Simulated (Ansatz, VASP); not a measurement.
Zn: VASP beside Ansatz

INCAR

```
SYSTEM = Zn
ALGO = Normal ; EDIFF = 1E-6
ENCUT = 520 ; GGA = PE
ISIF = 2 ; ISMEAR = 1
LASPH = .True. ; LCHARG = .False.
LREAL = .False. ; LWAVE = .False.
NBANDS = 19 ; NELM = 80
PREC = Accurate ; SIGMA = 0.6
```

KPOINTS

```
k-points
0
Gamma
  14 14 7
  0 0 0
```

The input POSCAR:

```
Zn
1.0
    2.6556370042      0.0000000000      0.0000000000
   -1.3278185021      2.2998491089      0.0000000000
    0.0000000000      0.0000000000      4.9624616040
Zn
2
Direct
    0.3333333333      0.6666666667      0.2500000000
    0.6666666667      0.3333333333      0.7500000000
```

Input for Ansatz:

```yaml
crystal:
  lattice:
    - [2.6556370042, 0.0, 0.0]
    - [-1.3278185021, 2.2998491089, 0.0]
    - [0.0, 0.0, 4.962461604]
  atoms:
    - { symbol: Zn, position: [0.3333333333, 0.6666666667, 0.25] }
    - { symbol: Zn, position: [0.6666666667, 0.3333333333, 0.75] }
hamiltonian:
  xc: pbe
  pseudopotentials:
    kind: paw
    azcp:
      Zn: "pseudopotentials/Zn.paw.azcp"
basis:
  ecutwfc: 420
  fft_grid_basis: typed
kpoints:
  mp_grid: { grid: [14, 14, 7], shift: [0, 0, 0] }
magnetization:
  spin_polarized: false
scf:
  occupations: { method: methfessel_paxton, width: 0.6 }
  lower_state_search: "off"
output:
  stress: true
```

Alike in both runs: task single point; functional PBE; k mesh 14 × 14 × 7; occupations methfessel-paxton of order 1, width 0.6 eV; no spin polarisation.

|  | VASP | Ansatz |
| --- | --- | --- |
| version | VASP 6.6.1 | Ansatz 0.2.0 |
| potentials or method | VASP PAW PBE potentials, release 64 (Zn), cutoff 520 eV | plane waves (420 eV) with PAW, scalar-relativistic |
| valence electrons in the cell | 24 | 24 |

```csv
,VASP,Ansatz,Ansatz less VASP
pressure (GPa),0.4,0.1,-0.35
"traceless stress, the component that is largest in VASP (GPa)",-0.24,-0.08,+0.162
```

With one functional, cell and mesh, what is left measures potentials, basis and numerics.
